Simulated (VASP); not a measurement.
Wanted: the native input for a VASP 6.6.1 run.

| Property | Result |
| --- | --- |
| Task | single point |
| Functional | r2SCAN |
| Potentials or basis | VASP PAW PBE potentials, release 64 (Fe) |
| Cutoff | 520 eV |
| k mesh | 4 × 4 × 4 |
| Occupations | fermi-dirac, width 0.05 eV |
| Spin | collinear spin, ferromagnetic start |
| Starting moments | [2.804] μB |
| Dipole correction | no |
| Further INCAR settings | ALGO = Normal; EDIFF = 1e-07; NBANDS = 14 |

Fe:

```xyz
1
Lattice="-1.4346 1.4346 1.4346 1.4346 -1.4346 1.4346 1.4346 1.4346 -1.4346" Properties=species:S:1:pos:R:3 pbc="T T T"
Fe    0.0000    0.0000    0.0000
```

One way to write it, as run:

POSCAR

```
Fe
1.0
   -1.4345540696      1.4345540696      1.4345540696
    1.4345540696     -1.4345540696      1.4345540696
    1.4345540696      1.4345540696     -1.4345540696
Fe
1
Direct
    0.0000000000      0.0000000000      0.0000000000
```

INCAR.step1

```
SYSTEM = Fe
PREC = Accurate ; ENCUT = 520
ISMEAR = -1 ; SIGMA = 0.05
LREAL = .FALSE. ; LASPH = .TRUE.
NELM = 150 ; ISPIN = 2
MAGMOM = 2.804 ; LMAXMIX = 4
NBANDS = 14 ; GGA = PE
ALGO = Normal ; EDIFF = 1E-4
LWAVE = .TRUE. ; LCHARG = .FALSE.
```

INCAR.step2

```
SYSTEM = Fe
PREC = Accurate ; ENCUT = 520
EDIFF = 1E-7 ; ISMEAR = -1
SIGMA = 0.05 ; LREAL = .FALSE.
LASPH = .TRUE. ; NELM = 150
ALGO = Normal ; ISIF = 2
LWAVE = .FALSE. ; LCHARG = .FALSE.
ISPIN = 2 ; MAGMOM = 2.804
LORBIT = 11 ; LMAXMIX = 4
METAGGA = R2SCAN ; LMIXTAU = .TRUE.
NBANDS = 14 ; ISTART = 1
```

KPOINTS

```
regular mesh
0
G
  4 4 4
  0 0 0
```

Potentials or basis: VASP PAW PBE potentials, release 64 (Fe).

Run with:

```console
$ cat potpaw_PBE.64/Fe/POTCAR > POTCAR
$ cp INCAR.step1 INCAR
$ mpirun -np 1 vasp_std > vasp.out
$ cp INCAR.step2 INCAR
$ mpirun -np 1 vasp_std > vasp.out
```

It gave:

* Pressure: -0.9 GPa
* Net moment: 2.60 μB per cell
* Site moments: Fe +2.69 μB
* Valence electrons inside the program's atomic spheres: Fe 7.20

Caveat: the k points lie up to 0.77 Å⁻¹ apart; the PAW data sets were made with another functional, which shifts forces and pressure a little.

Run time: 19 s on 1 thread of Intel(R) Xeon(R) 6975P-C (Granite Rapids), with other jobs on the host, peak memory 0.12 GiB.
